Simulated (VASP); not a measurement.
# ScSi2 (P6/mmm) in VASP: further runs

The runs below take ScSi2 through single point, relaxation of cell and atoms, with RPBE.

All numbers are computed with VASP 6.6.1; they aren't measurements. Logs are shortened: lines on timing, memory, paths and dates and some standing lists are left out, and cuts for length are marked.

## 1. The cell of the first run

It takes space group P6/mmm (No. 191, hexagonal). Conventional cell: a = 4.041 Å, b = 4.041 Å, c = 3.698 Å, α = 90.00°, β = 90.00°, γ = 120.00°. Sc (site symmetry 6/mmm) has 12 Si at 2.98 Å and 8 Sc at 3.70 to 4.04 Å within 4.1 Å. Si (site symmetry -6m2) has 3 Si at 2.33 Å and 6 Sc at 2.98 Å within 3.1 Å.

## 2. Single point, RPBE

Input file INCAR:

```
SYSTEM = ScSi2
  PREC = Accurate
  ENCUT = 520
  EDIFF = 1E-6
  ISMEAR = 1
  SIGMA = 0.05
  LREAL = .FALSE.
  LASPH = .TRUE.
  NELM = 60
  ALGO = Normal
  ISIF = 2
  LWAVE = .FALSE.
  LCHARG = .FALSE.
  GGA = RP
  NBANDS = 16
```

Input file KPOINTS:

```
Automatic mesh
0
G
  7 7 6
  0 0 0
```

Input file POSCAR:

```
ScSi2
1.0
    4.0409951515      0.0000000000      0.0000000000
   -2.0204975757      3.4996044577      0.0000000000
    0.0000000000      0.0000000000      3.6984327632
Sc Si
1 2
Direct
    0.0000000000      0.0000000000      0.0000000000
    0.3333333333      0.6666666667      0.5000000000
    0.6666666667      0.3333333333      0.5000000000
```

Potentials or basis: VASP PAW PBE potentials, release 64 (Sc_sv, Si).

Started as:

```sh
$ cat potpaw_PBE.64/Sc_sv/POTCAR potpaw_PBE.64/Si/POTCAR > POTCAR
$ mpirun -np 1 vasp_std > vasp.out
```

OUTCAR:

```text
SYSTEM = ScSi2
   PREC = Accurate
   ENCUT = 520
   EDIFF = 1E-6
   ISMEAR = 1
   LREAL = .FALSE.
   LASPH = .TRUE.
   NELM = 60
   ISIF = 2
   GGA = RP

 ion  position               nearest neighbor table
   1  0.000  0.000  0.000-   2 2.98   3 2.98   2 2.98   3 2.98   2 2.98   2 2.98   3 2.98   3 2.98
                             3 2.98   3 2.98   2 2.98   2 2.98
   2  0.333  0.667  0.500-   3 2.33   3 2.33   3 2.33   1 2.98   1 2.98   1 2.98   1 2.98   1 2.98
                             1 2.98
   3  0.667  0.333  0.500-   2 2.33   2 2.33   2 2.33   1 2.98   1 2.98   1 2.98   1 2.98   1 2.98
                             1 2.98

  LATTYP: Found a hexagonal cell.
 ALAT       =     4.0409951515
 C/A-ratio  =     0.9152282110

  Lattice vectors:

 A1 = (   4.0409951515,   0.0000000000,   0.0000000000)
 A2 = (  -2.0204975757,   3.4996044577,   0.0000000000)
 A3 = (   0.0000000000,   0.0000000000,   3.6984327632)

Analysis of symmetry for initial positions (statically):
=====================================================================
 Subroutine PRICEL returns:
 Original cell was already a primitive cell.

 Routine SETGRP: Setting up the symmetry group for a
 hexagonal supercell.

 Subroutine GETGRP returns: Found 24 space group operations
 (whereof 24 operations were pure point group operations)
 out of a pool of 24 trial point group operations.

The static configuration has the point symmetry D_6h.

Analysis of symmetry for dynamics (positions and initial velocities):
=====================================================================
 Subroutine PRICEL returns:
 Original cell was already a primitive cell.

 Routine SETGRP: Setting up the symmetry group for a
 hexagonal supercell.

 Subroutine GETGRP returns: Found 24 space group operations
 (whereof 24 operations were pure point group operations)
 out of a pool of 24 trial point group operations.

The dynamic configuration has the point symmetry D_6h.

 Subroutine INISYM returns: Found 24 space group operations
 (whereof 24 operations are pure point group operations),
 and found     1 'primitive' translations

----------------------------------------------------------------------------------------

                                     Primitive cell

  volume of cell :      52.3028

  direct lattice vectors                    reciprocal lattice vectors
     4.040995151  0.000000000  0.000000000     0.247463796  0.142873289  0.000000000
    -2.020497576  3.499604458  0.000000000     0.000000000  0.285746579  0.000000000
     0.000000000  0.000000000  3.698432763     0.000000000  0.000000000  0.270384799
[... 90 lines left out ...]
   IBRION =     -1    ionic relax: 0-MD 1-quasi-New 2-CG
   NFREE  =      0    steps in history (QN), initial steepest desc. (CG)
   ISIF   =      2    stress and relaxation
   ISYM   =      2    0-nonsym 1-usesym 2-fastsym
   POTIM  = 0.5000    time-step for ionic-motion
   TEBEG  =    0.0;   TEEND  =   0.0 temperature during run
   PSTRESS=    0.0 pullay stress
   NELECT =      19.0000    total number of electrons
   NUPDOWN=      -1.0000    fix difference up-down
   EMIN   =  10.00;   EMAX   =-10.00  energy-range for DOS
   EFERMI =   0.00;   METHOD = LEGACY
   ISMEAR =     1;   SIGMA  =   0.05  broadening in eV -4-tet -1-fermi 0-gaus
   EFERMI_NEDOS =   21; number of points for ismear=-14 and -15
   IALGO  =     38    algorithm
   IMIX   =      4    mixing-type and parameters
     AMIX     =   0.40;   BMIX     =  1.00
     AMIX_MAG =   1.60;   BMIX_MAG =  1.00
  volume/ion in A,a.u.               =      17.43       117.65
  Fermi-wavevector in a.u.,A,eV,Ry     =   1.168112  2.207411 18.564943  1.364485
  Thomas-Fermi vector in A             =   2.304603
   LORBIT       =      0    0 simple, 1 ext, 2 COOP (PROOUT), +10 PAW based schemes
   GGA     = RP    functional components
   LHFCALC =     F    Hartree Fock is set to
   AEXX    =    0.0000 exact exchange contribution
   IVDW    =     0    specifies the selected vdW correction
   LEPSILON=     F    determine dielectric tensor
   LRPA    =     F    only Hartree local field effects (RPA)
 non-spin polarized calculation
 Methfessel and Paxton  Order N= 1 SIGMA  =   0.05
  energy-cutoff  :      520.00
  volume of cell :       52.30
 maximum number of plane-waves:      1426
 NGX is ok and might be reduce to    30
   NGX = 15   NGY = 15   NGZ = 13

 number of electron      18.9999998 magnetization

 Free energy of the ion-electron system (eV)
  ---------------------------------------------------
  ext. energy  EPLUGINS =         0.00000000
  ---------------------------------------------------
  free energy    TOTEN  =       -17.24689732 eV

  energy without entropy =      -17.24548782  energy(sigma->0) =      -17.24642749

 E-fermi :   7.7017     XC(G=0): -10.5676

 val. band max:        7.6986036799   @ k =   0.4286   0.1429   0.1667
 cond. band min:       7.7694383786   @ k =   0.1429  -0.0000   0.1667
 fundamental gap:      0.0708346987
 Fermi energy:         7.7016586835

 k-point     1 :       0.0000    0.0000    0.0000
  band No.  band energies     occupation
      1     -42.3524      2.00000
      2     -20.9294      2.00000
      3     -20.9294      2.00000
      4     -20.8799      2.00000
      5      -4.7687      2.00000
      6       4.1599      2.00000
[... 433 lines left out ...]
      3     -20.9454      2.00000
      4     -20.9270      2.00000
      5      -1.8353      2.00000
      6      -0.6541      2.00000
[... 8 lines left out ...]
     15      10.6969      0.00000
     16      11.9099      0.00000

 [... further k-points ...]

------------------------ aborting loop because EDIFF is reached ----------------------------------------

  FORCE on cell =-STRESS in cart. coord.  units (eV):
  Direction    XX          YY          ZZ          XY          YZ          ZX
  --------------------------------------------------------------------------------------
  -------------------------------------------------------------------------------------
  Total       -0.0866009     -0.0866009      0.0184926     -0.0000000     -0.0000000     -0.0000000
  in kB       -2.6528197     -2.6528197      0.5664773     -0.0000000     -0.0000000     -0.0000000
  external PRESSURE =      -1.5797207 kB  Pullay stress =       0.0000000 kB

 VOLUME and BASIS-vectors are now :
 -----------------------------------------------------------------------------
  energy-cutoff  :      520.00
  volume of cell :       52.30
      direct lattice vectors                 reciprocal lattice vectors
     4.040995151  0.000000000  0.000000000     0.247463796  0.142873289  0.000000000
    -2.020497576  3.499604458  0.000000000     0.000000000  0.285746579  0.000000000
     0.000000000  0.000000000  3.698432763     0.000000000  0.000000000  0.270384799

 POSITION                                       TOTAL-FORCE (eV/Angst)
 -----------------------------------------------------------------------------------
      0.00000      0.00000      0.00000         0.000000      0.000000      0.000000
     -0.00000      2.33307      1.84922         0.000000      0.000000      0.000000
      2.02050      1.16653      1.84922        -0.000000     -0.000000     -0.000000
 -----------------------------------------------------------------------------------
    total drift:                                0.000000     -0.000000      0.000000

  FREE ENERGIE OF THE ION-ELECTRON SYSTEM (eV)
  ---------------------------------------------------
  free  energy   TOTEN  =       -17.2468973247 eV

  energy  without entropy=      -17.2454878234  energy(sigma->0) =      -17.24642749
```

OSZICAR:

```text
N       E                     dE             d eps       ncg     rms          rms(c)
DAV:   1     0.116042699488E+03    0.11604E+03   -0.79596E+03  1024   0.109E+03
DAV:   2    -0.138492708635E+02   -0.12989E+03   -0.12701E+03  1040   0.319E+02
DAV:   3    -0.190752452604E+02   -0.52260E+01   -0.50697E+01  1560   0.622E+01
DAV:   4    -0.191870424474E+02   -0.11180E+00   -0.11117E+00  1256   0.941E+00
DAV:   5    -0.191912323159E+02   -0.41899E-02   -0.41896E-02  1600   0.178E+00    0.939E+00
DAV:   6    -0.172785382065E+02    0.19127E+01   -0.68099E+00  1696   0.247E+01    0.385E+00
DAV:   7    -0.172606209619E+02    0.17917E-01   -0.21912E-01  1376   0.325E+00    0.221E+00
DAV:   8    -0.172498770420E+02    0.10744E-01   -0.54565E-02  1528   0.248E+00    0.497E-01
DAV:   9    -0.172473306705E+02    0.25464E-02   -0.29647E-02  1560   0.173E+00    0.237E-01
DAV:  10    -0.172479145653E+02   -0.58389E-03   -0.14291E-02  1512   0.114E+00    0.197E-01
DAV:  11    -0.172469076369E+02    0.10069E-02   -0.38477E-03  1536   0.604E-01    0.200E-02
DAV:  12    -0.172468977445E+02    0.98925E-05   -0.12511E-04  1776   0.787E-02    0.198E-02
DAV:  13    -0.172468973247E+02    0.41978E-06   -0.14059E-06   864   0.898E-03
   1 F= -.17246897E+02 E0= -.17246427E+02  d E =-.140950E-02
```

It took 22 s on 1 thread of Intel Xeon Platinum 8259CL at 2.50GHz (Skylake/Cascade Lake), shared host; peak memory 0.17 GiB.

What came out:

```
Free energy            : -17.2469 eV
Pressure               : -0.2 GPa
Band gap on the k mesh : zero (an odd number of electrons rules out a gap without spin polarisation)
```

Stress tensor (GPa, compression positive):
```
-0.27  0.00  0.00
 0.00 -0.27  0.00
 0.00  0.00  0.06
```

Caveat: the PAW data sets were made with another functional, which shifts forces and pressure a little.

## 3. Relaxation of cell and atoms, RPBE

This run uses another cell than the first one, of 14.97 Å³/atom.

Input file INCAR:

```
SYSTEM = ScSi2
PREC = Accurate ; ENCUT = 600
EDIFF = 1E-6 ; ISMEAR = 1
SIGMA = 0.05 ; LREAL = .FALSE.
LASPH = .TRUE. ; NELM = 100
ALGO = Normal ; ISIF = 3
LWAVE = .FALSE. ; LCHARG = .FALSE.
GGA = RP ; IBRION = 2
NSW = 80 ; EDIFFG = -0.02
```

Input file KPOINTS:

```
regular mesh
0
G
  7 7 6
  0 0 0
```

Input file POSCAR:

```
ScSi2
1.0
    3.6600000000      0.0000000000      0.0000000000
   -1.8300000000      3.1696529800      0.0000000000
    0.0000000000      0.0000000000      3.8700000000
Sc Si
1 2
Direct
    0.0000000000      0.0000000000      0.0000000000
    0.3333333339      0.6666666677      0.5000000000
    0.6666666661      0.3333333323      0.5000000000
```

Potentials or basis: VASP PAW PBE potentials, release 64 (Sc_sv, Si).

Started as:

```sh
$ cat potpaw_PBE.64/Sc_sv/POTCAR potpaw_PBE.64/Si/POTCAR > POTCAR
$ mpirun -np 1 vasp_std > vasp.out
```

OUTCAR:

```text
SYSTEM = ScSi2
   PREC = Accurate
   ENCUT = 600
   EDIFF = 1E-6
   ISMEAR = 1
   LREAL = .FALSE.
   LASPH = .TRUE.
   NELM = 100
   ISIF = 3
   GGA = RP
   IBRION = 2
   NSW = 80
   EDIFFG = -0.02

 ion  position               nearest neighbor table
   1  0.000  0.000  0.000-   3 2.87   3 2.87   2 2.87   2 2.87   2 2.87   3 2.87   2 2.87   3 2.87
                             3 2.87   3 2.87   2 2.87   2 2.87
   2  0.333  0.667  0.500-   3 2.11   3 2.11   3 2.11   1 2.87   1 2.87   1 2.87   1 2.87   1 2.87
                             1 2.87
   3  0.667  0.333  0.500-   2 2.11   2 2.11   2 2.11   1 2.87   1 2.87   1 2.87   1 2.87   1 2.87
                             1 2.87

  LATTYP: Found a hexagonal cell.
 ALAT       =     3.6600000000
 C/A-ratio  =     1.0573770492

  Lattice vectors:

 A1 = (   3.6600000000,   0.0000000000,   0.0000000000)
 A2 = (  -1.8300000000,   3.1696529800,   0.0000000000)
 A3 = (   0.0000000000,   0.0000000000,   3.8700000000)

Analysis of symmetry for initial positions (statically):
=====================================================================
 Subroutine PRICEL returns:
 Original cell was already a primitive cell.

 Routine SETGRP: Setting up the symmetry group for a
 hexagonal supercell.

 Subroutine GETGRP returns: Found 24 space group operations
 (whereof 24 operations were pure point group operations)
 out of a pool of 24 trial point group operations.

The static configuration has the point symmetry D_6h.

Analysis of symmetry for dynamics (positions and initial velocities):
=====================================================================
 Subroutine PRICEL returns:
 Original cell was already a primitive cell.

 Routine SETGRP: Setting up the symmetry group for a
 hexagonal supercell.

 Subroutine GETGRP returns: Found 24 space group operations
 (whereof 24 operations were pure point group operations)
 out of a pool of 24 trial point group operations.

The dynamic configuration has the point symmetry D_6h.

 Subroutine INISYM returns: Found 24 space group operations
[... 147 lines left out ...]
  free energy    TOTEN  =       -16.33931282 eV

  energy without entropy =      -16.33889620  energy(sigma->0) =      -16.33917395

------------------------ aborting loop because EDIFF is reached ----------------------------------------

  FORCE on cell =-STRESS in cart. coord.  units (eV):
  Direction    XX          YY          ZZ          XY          YZ          ZX
  --------------------------------------------------------------------------------------
  -------------------------------------------------------------------------------------
  Total       11.1059036     11.1059036      1.0144995      0.0000000     -0.0000000      0.0000000
  in kB      396.3334373    396.3334379     36.2041740      0.0000000     -0.0000000      0.0000000
  external PRESSURE =     276.2903497 kB  Pullay stress =       0.0000000 kB
[... 24 lines left out ...]
--------------------------------------- Ionic step        2  -------------------------------------------

 number of electron      19.0000001 magnetization

 E-fermi :   5.8510     XC(G=0):  -9.7815

 val. band max:        5.8384698512   @ k =   0.0000   0.0000   0.1667
 cond. band min:       5.8568667706   @ k =   0.2857   0.1429   0.3333
 fundamental gap:      0.0183969195
 Fermi energy:         5.8510339551

 k-point     1 :       0.0000    0.0000    0.0000
  band No.  band energies     occupation
      1     -44.7423      2.00000
      2     -23.2863      2.00000
      3     -23.2863      2.00000
      4     -23.2183      2.00000
      5      -5.3455      2.00000
      6       2.9137      2.00000
      7       2.9137      2.00000
      8       3.9180      2.00000
      9       4.3119      2.00000
     10       5.2475      2.00000
     11       6.6153     -0.00000
     12       6.6153     -0.00000
     13       7.1717      0.00000
[... 435 lines left out ...]
  FREE ENERGIE OF THE ION-ELECTRON SYSTEM (eV)
  ---------------------------------------------------
  free  energy   TOTEN  =       -17.2032808907 eV

  energy  without entropy=      -17.2034005528  energy(sigma->0) =      -17.20332078

[... ionic steps 4 to 8 ...]

--------------------------------------- Ionic step        9  -------------------------------------------

 number of electron      18.9999995 magnetization

------------------------ aborting loop because EDIFF is reached ----------------------------------------
[... 69 lines left out ...]
--------------------------------------- Ionic step       11  -------------------------------------------

 number of electron      18.9999997 magnetization

 Free energy of the ion-electron system (eV)
  ---------------------------------------------------
  ext. energy  EPLUGINS =         0.00000000
  ---------------------------------------------------
  free energy    TOTEN  =       -17.24604124 eV

  energy without entropy =      -17.24456309  energy(sigma->0) =      -17.24554852

 E-fermi :   7.7173     XC(G=0): -10.5737

 val. band max:        7.7129529828   @ k =   0.4286   0.1429   0.3333
 cond. band min:       7.7883974113   @ k =   0.1429  -0.0000   0.1667
 fundamental gap:      0.0754444285
 Fermi energy:         7.7172790900

 k-point     1 :       0.0000    0.0000    0.0000
  band No.  band energies     occupation
      1     -42.3319      2.00000
      2     -20.9090      2.00000
      3     -20.9090      2.00000
      4     -20.8612      2.00000
      5      -4.7672      2.00000
      6       4.1761      2.00000
      7       4.1761      2.00000
      8       5.8466      2.00000
      9       6.5736      2.00000
     10       6.6047      2.00000
     11       8.3736     -0.00000
     12       8.3736     -0.00000
     13       9.3115      0.00000
[... 398 lines left out ...]
  FREE ENERGIE OF THE ION-ELECTRON SYSTEM (eV)
  ---------------------------------------------------
  free  energy   TOTEN  =       -17.2460412403 eV

  energy  without entropy=      -17.2445630884  energy(sigma->0) =      -17.24554852

 reached required accuracy - stopping structural energy minimisation
```

OSZICAR:

```text
N       E                     dE             d eps       ncg     rms          rms(c)
DAV:   1     0.144306735312E+03    0.14431E+03   -0.89932E+03   848   0.154E+03
DAV:   2    -0.728923299253E+01   -0.15160E+03   -0.14918E+03   848   0.427E+02
DAV:   3    -0.182815914210E+02   -0.10992E+02   -0.10517E+02  1355   0.102E+02
DAV:   4    -0.185202701832E+02   -0.23868E+00   -0.23817E+00  1249   0.125E+01
[... 102 lines left out ...]
DAV:   2    -0.172462563827E+02    0.12058E-02   -0.98302E-03  1341   0.128E+00    0.844E-02
DAV:   3    -0.172460884649E+02    0.16792E-03   -0.62234E-04  1367   0.243E-01    0.521E-02
DAV:   4    -0.172460393660E+02    0.49099E-04   -0.13238E-04  1358   0.150E-01    0.136E-02
DAV:   5    -0.172460412745E+02   -0.19085E-05   -0.46050E-06   982   0.186E-02    0.272E-03
DAV:   6    -0.172460412403E+02    0.34149E-07   -0.48529E-07   596   0.832E-03
  11 F= -.17246041E+02 E0= -.17245549E+02  d E =-.136462E-02
```

It took 2.6 min on 1 thread of Intel Xeon Platinum 8259CL at 2.50GHz (Skylake/Cascade Lake), shared host; peak memory 0.19 GiB.

What came out:

```yaml
Free_energy: -17.2460 eV
Relaxed_volume: 17.41 Å³/atom
Relaxed_cell: a = 4.036 Å, b = 4.036 Å, c = 3.701 Å, α = 90.00°, β = 90.00°, γ = 120.00°
Space_group_after_relaxing_to_0.1_Å: P6/mmm (No. 191)
Energy_gained_by_relaxing: 302.2 meV/atom
Ionic_steps: 11
Pressure_after_relaxing: 0.0 GPa
Band_gap_on_the_k_mesh: zero (an odd number of electrons rules out a gap without spin polarisation)
```

Step by step:
```csv
step,energy change (eV),largest force (eV/Å),pressure (GPa),volume (Å³)
1,0.0000,0.0000,27.63,44.90
2,-0.4439,0.0000,-11.01,63.38
3,-0.8640,0.0000,-1.84,54.08
4,-0.8641,0.0000,-1.59,53.89
5,-0.8974,0.0000,-0.49,52.84
6,-0.9033,0.0000,0.12,52.32
7,-0.9010,0.0000,1.50,51.26
8,-0.9053,0.0000,0.65,51.93
9,-0.9054,0.0000,0.79,51.83
10,-0.9065,0.0000,-0.27,52.38
11,-0.9067,0.0000,0.05,52.22
```

Final structure:
```
Sc Si
1.0
     4.03642    0.00000    0.00000
    -2.01821    3.49564    0.00000
     0.00000    0.00000    3.70082
Sc Si
1 2
Direct
  0.00000 0.00000 0.00000
  0.33333 0.66667 0.50000
  0.66667 0.33333 0.50000
```

Caveat: the volume moved by over 15 % at a fixed basis, so the end points are rough; the PAW data sets were made with another functional, which shifts forces and pressure a little.

The gap in the log of VASP goes by the Fermi energy; the results here count the filled bands.